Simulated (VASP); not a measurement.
AgCl: single point with r2SCAN

The system is AgCl.

```xyz
2
Lattice="3.4340 0.0000 0.0000 0.0000 3.4340 0.0000 0.0000 0.0000 3.4340" Properties=species:S:1:pos:R:3 pbc="T T T"
Ag    0.0000    0.0000    0.0000
Cl    1.7170    1.6170    1.6170
```

This cell differs from its parent crystal: atom 2 (Cl) moved by (-0.100, -0.100) A along y and z.

| Quantity | Value |
| --- | --- |
| Program | VASP 6.6.1 |
| Task | single point |
| Functional | r2SCAN |
| Potentials or basis | VASP PAW PBE potentials, release 64 (Ag, Cl) |
| Cutoff | 520 eV |
| k mesh | 8 × 8 × 8 |
| Occupations | gaussian, width 0.05 eV |
| Spin | no spin polarisation |
| Dipole correction | no |
| Further INCAR settings | ALGO = Normal; EDIFF = 1e-06; NBANDS = 16 |

The pressure is -1.6 GPa, the largest force is 0.044 eV/Å and the band gap on the k mesh is 1.17 eV, indirect (least direct gap 2.60 eV).

Forces in eV/Å, atoms in the order of the input:
```
Ag   0.000 -0.031 -0.031
Cl   0.000  0.031  0.031
```

Stress tensor (GPa, compression positive):
```
-1.55  0.00  0.00
 0.00 -1.63  0.16
 0.00  0.16 -1.63
```

Levels at points of the mesh, in eV from the valence-band top:
```
           k point  band 7  band 8  band 9  band 10  band 11  band 12
(0.00, 0.00, 0.00)   -1.50   -1.45   -1.44     1.17     9.90     9.96
(0.50, 0.00, 0.00)   -1.43   -0.06    0.00     5.63     6.08    10.07
(0.00, 0.50, 0.00)   -1.42   -0.05   -0.01     5.61     6.07    10.05
(0.50, 0.50, 0.00)   -2.04   -1.49   -0.86     3.29     9.69     9.71
(0.00, 0.50, 0.50)   -2.06   -1.49   -0.86     3.30     9.68     9.69
(0.50, 0.50, 0.50)   -0.20   -0.19   -0.18     5.36     5.41     5.41
```

It took 2.4 min on 1 thread of Intel(R) Xeon(R) 6975P-C (Granite Rapids), on a shared host, peak memory 0.21 GiB.

Caveat: the cell differs from its parent crystal (atom 2 (Cl) moved by (-0.100, -0.100) A along y and z); the PAW data sets were made with another functional, which shifts forces and pressure a little. A k mesh can miss the band edges.
